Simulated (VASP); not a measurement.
Here is a VASP 6.6.1 calculation.

The input INCAR:

```
SYSTEM = Hg
PREC     = Accurate       ! precision mode
ENCUT    = 600            ! plane-wave cutoff, eV
EDIFF    = 1E-6           ! SCF threshold, eV
ISMEAR   = -1             ! smearing method
SIGMA    = 0.05           ! smearing width, eV
LREAL    = .FALSE.        ! projectors in reciprocal space
LASPH    = .TRUE.         ! aspherical terms in the spheres
NELM     = 60             ! most SCF steps
ALGO     = Normal         ! electronic algorithm
ISIF     = 3              ! what is computed and relaxed
LWAVE    = .FALSE.        ! write WAVECAR
LCHARG   = .FALSE.        ! write CHGCAR
GGA      = PS             ! functional
IBRION   = 2              ! ionic algorithm
NSW      = 60             ! ionic steps
EDIFFG   = -0.005         ! ionic threshold
PSTRESS  = 2300.0
```

File KPOINTS:

```
Automatic mesh
0
G
  18 18 16
  0 0 0
```

Contents of POSCAR:

```
Hg
1.0
    2.4656861886      0.0000000000      0.0000000000
   -1.2328430943      2.1353468771      0.0000000000
    0.0000000000      0.0000000000      2.3177450173
Hg
1
Direct
    0.0000000000      0.0000000000      0.0000000000
```

Potentials or basis: VASP PAW PBE potentials, release 64 (Hg).

Run with:

```sh
$ cat potpaw_PBE.64/Hg/POTCAR > POTCAR
$ mpirun -np 1 vasp_std > vasp.out
```

(1) What does it give for the relaxed cell?

(2) Estimate the relaxed volume.

(3) Estimate the band gap on the k mesh.

(4) Estimate the space group after relaxing (to 0.05 Å).

## Answers

(1) a = 2.480 Å, b = 2.480 Å, c = 2.395 Å, α = 90.00°, β = 90.00°, γ = 120.00°.

(2) 12.76 Å³/atom.

(3) zero (band 6 reaches 14.81 eV, above the bottom of band 7 at 9.28 eV).

(4) P6/mmm (No. 191).

Caveat: the cell is relaxed towards a set pressure, so the enthalpy falls and the energy may rise; the PAW data sets were made with another functional, which shifts forces and pressure a little; spin-orbit coupling is left out, which moves the levels of the heavy elements.
